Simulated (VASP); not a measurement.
# Si (Fd-3m) in VASP: settings compared, part 2 of 2

VASP 6.6.1. The steps go on from the part before.

### Step 5. Relaxation of cell and atoms, PBEsol

INCAR

```
ALGO = Normal ; EDIFF = 1E-7
EDIFFG = -0.005 ; ENCUT = 600
GGA = PS ; IBRION = 2
ISIF = 3 ; ISMEAR = 0
LASPH = T ; LCHARG = F
LREAL = F ; LWAVE = F
NELM = 80 ; NSW = 100
PREC = Accurate ; SIGMA = 0.02
```

KPOINTS

```
k-points
0
Gamma
  12 12 12
```

POSCAR

```
Si
1.0
    0.0000000000      2.7009711426      2.7009711426
    2.7009711426      0.0000000000      2.7009711426
    2.7009711426      2.7009711426      0.0000000000
Si
2
Direct
    0.7500000000      0.7500000000      0.7500000000
    0.5000000000      0.5000000000      0.5000000000
```

Potentials or basis: VASP PAW PBE potentials, release 64 (Si).

Run with:

```sh
> cat potpaw_PBE.64/Si/POTCAR > POTCAR
> mpirun -np 1 vasp_std > vasp.out
```

OUTCAR:

```text
EDIFF = 1E-7
   EDIFFG = -0.005
   ENCUT = 600
   GGA = PS
   IBRION = 2
   ISIF = 3
   ISMEAR = 0
   LASPH = T
   LREAL = F
   NELM = 80
   NSW = 100
   PREC = Accurate

 ion  position               nearest neighbor table
   1  0.750  0.750  0.750-   2 2.34   2 2.34   2 2.34   2 2.34
   2  0.500  0.500  0.500-   1 2.34   1 2.34   1 2.34   1 2.34

  LATTYP: Found a face centered cubic cell.
 ALAT       =     5.4019422852

  Lattice vectors:

 A1 = (   0.0000000000,   2.7009711426,   2.7009711426)
 A2 = (   2.7009711426,   0.0000000000,   2.7009711426)
 A3 = (   2.7009711426,   2.7009711426,   0.0000000000)

Analysis of symmetry for initial positions (statically):
=====================================================================
 Subroutine PRICEL returns:
 Original cell was already a primitive cell.

 Routine SETGRP: Setting up the symmetry group for a
 face centered cubic supercell.

 Subroutine GETGRP returns: Found 48 space group operations
 (whereof 24 operations were pure point group operations)
 out of a pool of 48 trial point group operations.

The static configuration has the point symmetry T_d .
 The point group associated with its full space group is O_h .

Analysis of symmetry for dynamics (positions and initial velocities):
=====================================================================
 Subroutine PRICEL returns:
 Original cell was already a primitive cell.

 Routine SETGRP: Setting up the symmetry group for a
 face centered cubic supercell.

 Subroutine GETGRP returns: Found 48 space group operations
 (whereof 24 operations were pure point group operations)
 out of a pool of 48 trial point group operations.

The dynamic configuration has the point symmetry T_d .
 The point group associated with its full space group is O_h .

 Subroutine INISYM returns: Found 48 space group operations
 (whereof 24 operations are pure point group operations),
 and found     1 'primitive' translations

----------------------------------------------------------------------------------------

                                     Primitive cell

  volume of cell :      39.4085

  direct lattice vectors                    reciprocal lattice vectors
     0.000000000  2.700971143  2.700971143    -0.185118601  0.185118601  0.185118601
     2.700971143  0.000000000  2.700971143     0.185118601 -0.185118601  0.185118601
     2.700971143  2.700971143  0.000000000     0.185118601  0.185118601 -0.185118601

  length of vectors
     3.819750021  3.819750021  3.819750021     0.320634823  0.320634823  0.320634823

  position of ions in fractional coordinates (direct lattice)
     0.750000000  0.750000000  0.750000000
     0.500000000  0.500000000  0.500000000

  ion indices of the primitive-cell ions
   primitive index   ion index
                 1           1
                 2           2

----------------------------------------------------------------------------------------

 KPOINTS: k-points

Automatic generation of k-mesh.
 Grid dimensions read from file:
 generate k-points for:   12   12   12

 Generating k-lattice:

  Cartesian coordinates                     Fractional coordinates (reciprocal lattice)
[... 47 lines left out ...]
   ions per type =               2
   NGX,Y,Z   is equivalent  to a cutoff of  13.93, 13.93, 13.93 a.u.
   NGXF,Y,Z  is equivalent  to a cutoff of  27.85, 27.85, 27.85 a.u.
 SYSTEM =  unknown system
   PREC   = accura    normal or accurate (medium, high low for compatibility)
   ISTART =      0    job   : 0-new  1-cont  2-samecut
   ICHARG =      2    charge: 1-file 2-atom 10-const
   ISPIN  =      1    spin polarized calculation?
   LNONCOLLINEAR =      F non collinear calculations
   LSORBIT =      F    spin-orbit coupling
   LASPH  =      T    aspherical Exc in radial PAW
   ENCUT  =  600.0 eV  44.10 Ry    6.64 a.u.   7.63  7.63  7.63*2*pi/ulx,y,z
   NELM   =     80;   NELMIN=  2; NELMDL= -5     # of ELM steps
   EDIFF  = 0.1E-06   stopping-criterion for ELM
   LREAL  =      F    real-space projection
   EDIFFG = -.5E-02   stopping-criterion for IOM
   NSW    =    100    number of steps for IOM
   IBRION =      2    ionic relax: 0-MD 1-quasi-New 2-CG
   NFREE  =      1    steps in history (QN), initial steepest desc. (CG)
   ISIF   =      3    stress and relaxation
   ISYM   =      2    0-nonsym 1-usesym 2-fastsym
   POTIM  = 0.5000    time-step for ionic-motion
   TEBEG  =    0.0;   TEEND  =   0.0 temperature during run
   PSTRESS=    0.0 pullay stress
   NELECT =       8.0000    total number of electrons
   NUPDOWN=      -1.0000    fix difference up-down
   EMIN   =  10.00;   EMAX   =-10.00  energy-range for DOS
   EFERMI =   0.00;   METHOD = LEGACY
   ISMEAR =     0;   SIGMA  =   0.02  broadening in eV -4-tet -1-fermi 0-gaus
   EFERMI_NEDOS =   21; number of points for ismear=-14 and -15
   IALGO  =     38    algorithm
   IMIX   =      4    mixing-type and parameters
     AMIX     =   0.40;   BMIX     =  1.00
     AMIX_MAG =   1.60;   BMIX_MAG =  1.00
  volume/ion in A,a.u.               =      19.70       132.97
  Fermi-wavevector in a.u.,A,eV,Ry     =   0.962147  1.818195 12.595285  0.925727
  Thomas-Fermi vector in A             =   2.091581
   LORBIT       =      0    0 simple, 1 ext, 2 COOP (PROOUT), +10 PAW based schemes
   GGA     = PS    functional components
   LHFCALC =     F    Hartree Fock is set to
   AEXX    =    0.0000 exact exchange contribution
   IVDW    =     0    specifies the selected vdW correction
   LEPSILON=     F    determine dielectric tensor
   LRPA    =     F    only Hartree local field effects (RPA)
 conjugate gradient relaxation of ions
 non-spin polarized calculation
 Gauss-broadening in eV      SIGMA  =   0.02
  energy-cutoff  :      600.00
  volume of cell :       39.41
 maximum number of plane-waves:      1363
   NGX = 15   NGY = 15   NGZ = 15

--------------------------------------- Ionic step        1  -------------------------------------------

 number of electron       8.0000000 magnetization

 Free energy of the ion-electron system (eV)
  ---------------------------------------------------
  ext. energy  EPLUGINS =         0.00000000
  ---------------------------------------------------
  free energy    TOTEN  =       -11.48902925 eV

  energy without entropy =      -11.48902925  energy(sigma->0) =      -11.48902925

------------------------ aborting loop because EDIFF is reached ----------------------------------------

  FORCE on cell =-STRESS in cart. coord.  units (eV):
  Direction    XX          YY          ZZ          XY          YZ          ZX
  --------------------------------------------------------------------------------------
  -------------------------------------------------------------------------------------
  Total        0.4494212      0.4494212      0.4494212     -0.0000000      0.0000000     -0.0000000
  in kB       18.2715044     18.2715044     18.2715044     -0.0000000      0.0000000     -0.0000000
  external PRESSURE =      18.2715044 kB  Pullay stress =       0.0000000 kB
[... 59 lines left out ...]
--------------------------------------- Ionic step        3  -------------------------------------------

 number of electron       7.9999999 magnetization

 Free energy of the ion-electron system (eV)
  ---------------------------------------------------
  ext. energy  EPLUGINS =         0.00000000
  ---------------------------------------------------
  free energy    TOTEN  =       -11.49319278 eV

  energy without entropy =      -11.49319278  energy(sigma->0) =      -11.49319278

 E-fermi :   5.8509     XC(G=0):  -9.5429

 val. band max:        5.7618346401   @ k =   0.0000   0.0000   0.0000
 cond. band min:       6.2233612841   @ k =   0.4167   0.4167   0.0000
 fundamental gap:      0.4615266440
 Fermi energy:         5.8509373220

 k-point     1 :       0.0000    0.0000    0.0000
  band No.  band energies     occupation
      1      -6.2093      2.00000
      2       5.7618      2.00000
      3       5.7618      2.00000
      4       5.7618      2.00000
      5       8.2781      0.00000
      6       8.2781      0.00000
      7       8.2781      0.00000
      8       9.0546      0.00000
[... 243 lines left out ...]
 k-point    24 :      -0.4167    0.1667    0.0000
  band No.  band energies     occupation
      1      -3.5934      2.00000
      2      -1.0284      2.00000
      3       2.7436      2.00000
      4       4.1623      2.00000
      5       7.8608      0.00000
      6       9.7535      0.00000
      7      10.0965      0.00000
      8      13.6450      0.00000

 [... further k-points ...]

------------------------ aborting loop because EDIFF is reached ----------------------------------------

  FORCE on cell =-STRESS in cart. coord.  units (eV):
  Direction    XX          YY          ZZ          XY          YZ          ZX
  --------------------------------------------------------------------------------------
  -------------------------------------------------------------------------------------
  Total        0.0005830      0.0005830      0.0005830      0.0000000     -0.0000000     -0.0000000
  in kB        0.0232623      0.0232623      0.0232623      0.0000000     -0.0000000     -0.0000000
  external PRESSURE =       0.0232623 kB  Pullay stress =       0.0000000 kB
[... 17 lines left out ...]
  FREE ENERGIE OF THE ION-ELECTRON SYSTEM (eV)
  ---------------------------------------------------
  free  energy   TOTEN  =       -11.4931927824 eV

  energy  without entropy=      -11.4931927824  energy(sigma->0) =      -11.49319278

 reached required accuracy - stopping structural energy minimisation
```

It took 35 s on 1 thread of AMD EPYC 7R43 (Zen 3), shared host; peak memory 0.15 GiB.

What came out:

- Free energy: -11.4932 eV
- Relaxed volume: 20.08 Å³/atom
- Relaxed cell: a = 3.844 Å, b = 3.844 Å, c = 3.844 Å, α = 60.00°, β = 60.00°, γ = 60.00°
- Space group after relaxing (to 0.05 Å): Fd-3m (No. 227)
- Energy gained by relaxing: 2.1 meV/atom
- Ionic steps: 3
- Pressure after relaxing: 0.0 GPa
- Band gap on the k mesh: 0.46 eV, indirect (least direct gap 2.52 eV)

Step by step:
| step | energy change (eV) | largest force (eV/Å) | pressure (GPa) | volume (Å³) |
| --- | --- | --- | --- | --- |
| 1 | 0.0000 | 0.0000 | 1.83 | 39.41 |
| 2 | -0.0020 | 0.0000 | -1.24 | 40.70 |
| 3 | -0.0042 | 0.0000 | 0.00 | 40.15 |

Final structure:
```
Si
1.0
     0.00000    2.71786    2.71786
     2.71786    0.00000    2.71786
     2.71786    2.71786    0.00000
Si
2
Cartesian
  4.0768 4.0768 4.0768
  2.7179 2.7179 2.7179
```

Caveat: the PAW data sets were made with another functional, which shifts forces and pressure a little. A k mesh can miss the band edges.

### Step 6. Overview

```csv
task,level,potentials or basis,cell,cutoff (eV),gap on the mesh (eV),pressure (GPa),relaxed volume (Å³/atom)
single point,LDA,"VASP PAW LDA potentials, release 64 (Si)","a = 3.820 Å, angles 60.0°, 2 atoms",520,0.44,0.0,-
single point,PBEsol,"VASP PAW PBE potentials, release 64 (Si)","a = 3.842 Å, angles 60.0°, 2 atoms",520,0.46,0.1,-
relaxation of cell and atoms,LDA,"VASP PAW LDA potentials, release 64 (Si)","relaxed from a = 3.820 Å, angles 60.0°, 2 atoms",600,0.44,0.0,19.72
relaxation of cell and atoms,PBEsol,"VASP PAW PBE potentials, release 64 (Si)","relaxed from a = 3.820 Å, angles 60.0°, 2 atoms",600,0.46,0.0,20.08
```

Alike in all rows: no spin polarisation; k mesh 12 × 12 × 12; smearing gaussian 0.02 eV.

Caveats: the PAW data sets were made with another functional, which shifts forces and pressure a little (some runs).

Total energies depend on the potentials used, so only differences within one code and one set of settings carry meaning.
